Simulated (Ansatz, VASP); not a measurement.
**One calculation of Li2Se, two programs**

The input POSCAR:

```
Li2Se
1.0
    0.0000000000      2.9934588658      2.9934588658
    2.9934588658      0.0000000000      2.9934588658
    2.9934588658      2.9934588658      0.0000000000
Li Se
2 1
Direct
    0.2500000000      0.2500000000      0.2500000000
    0.7500000000      0.7500000000      0.7500000000
    0.0000000000      0.0000000000      0.0000000000
```

The input INCAR.step1:

```
SYSTEM = Li2Se
PREC = Accurate
ENCUT = 830
ISMEAR = 0
SIGMA = 0.01
LREAL = .False.
LASPH = .True.
NELM = 120
NBANDS = 13
GGA = PE
ALGO = Normal
EDIFF = 1E-5
LWAVE = .True.
LCHARG = .False.
GGA_COMPAT = .False.
```

INCAR.step2

```
SYSTEM = Li2Se
PREC = Accurate
ENCUT = 830
EDIFF = 1E-6
ISMEAR = 0
SIGMA = 0.01
LREAL = .False.
LASPH = .True.
NELM = 120
ALGO = Normal
ISIF = 2
LWAVE = .False.
LCHARG = .False.
METAGGA = R2SCAN
LMIXTAU = .True.
NBANDS = 13
ISTART = 1
GGA_COMPAT = .False.
```

File KPOINTS:

```
regular mesh
0
Gamma
  6 6 6
  0 0 0
```

Input for Ansatz:

```yaml
crystal:
  lattice:
    - [0.0, 2.9934588658, 2.9934588658]
    - [2.9934588658, 0.0, 2.9934588658]
    - [2.9934588658, 2.9934588658, 0.0]
  atoms:
    - { symbol: Li, position: [0.25, 0.25, 0.25] }
    - { symbol: Li, position: [0.75, 0.75, 0.75] }
    - { symbol: Se, position: [0.0, 0.0, 0.0] }
kpoints:
  mp_grid: { grid: [6, 6, 6] }
hamiltonian:
  xc: r2scan
scf:
  occupations: { method: fixed }
output:
  optics: { e_range: [0, 16], de: 0.05, sigma: 0.1 }
  write_density: true
  write_potential: true
  elf: true
  volumetric_format: npy
```

Alike in both runs: task single point; functional r2SCAN; k mesh 6 × 6 × 6; no spin polarisation.

```csv
,VASP,Ansatz
version,VASP 6.6.1,Ansatz 0.2.0
potentials or method,"VASP PAW PBE potentials, release 64 (Li_sv, Se)","plane waves, PAW"
plane-wave cutoff (eV),830,500
occupations,"gaussian, width 0.01 eV",fixed
valence electrons in the cell,12,22
```

VASP gave:

```
gap on the k mesh at the Fermi level (eV) : 3.46
```

Problem. Estimate Ansatz's values.

Solution. gap on the k mesh at the Fermi level (eV): 3.48.

VASP's potentials were made for PBE, not for r2SCAN. VASP's potentials hold 12 valence electrons a cell and Ansatz's 22, so a difference there can come from the potentials and not from the codes.
